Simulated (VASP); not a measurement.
Input of a VASP 6.6.1 run:

Contents of INCAR:

```
PREC = Accurate
ENCUT = 520
EDIFF = 1E-7
ISMEAR = -1
SIGMA = 0.05
LREAL = F
LASPH = T
NELM = 80
ALGO = Normal
ISIF = 2
LWAVE = F
LCHARG = F
GGA = PS
NBANDS = 20
```

Contents of KPOINTS:

```
Automatic mesh
0
Gamma
  9 9 4
```

File POSCAR:

```
MoS2
1.0
    3.2602315394      0.0000000000      0.0000000000
   -1.6301157697      2.8234433352      0.0000000000
    0.0000000000      0.0000000000      6.1862239516
Mo S
1 2
Direct
    0.0000000000      0.0000000000      0.5000000000
    0.6666666667      0.3333333333      0.7446806800
    0.3333333333      0.6666666667      0.2553193200
```

Potentials or basis: VASP PAW PBE potentials, release 64 (Mo_sv, S).

Command:

```console
$ cat potpaw_PBE.64/Mo_sv/POTCAR potpaw_PBE.64/S/POTCAR > POTCAR
$ mpirun -np 1 vasp_std > vasp.out
```

Question: Estimate the band gap on the k mesh.

Answer: Zero (band 13 reaches 7.28 eV, above the bottom of band 14 at 6.33 eV).

Question: What does it give for the pressure?

Answer: -3.2 GPa.

Question: Predict the largest force.

Answer: 0.238 eV/Å.

Forces in eV/Å, atoms in the order of the input:
```
Mo   0.000  0.000  0.000
S    0.000  0.000  0.238
S    0.000  0.000 -0.238
```

Caveat: the PAW data sets were made with another functional, which shifts forces and pressure a little; this functional lacks dispersion, which binds the layers, so the pressure and a relaxed spacing across them are unreliable.
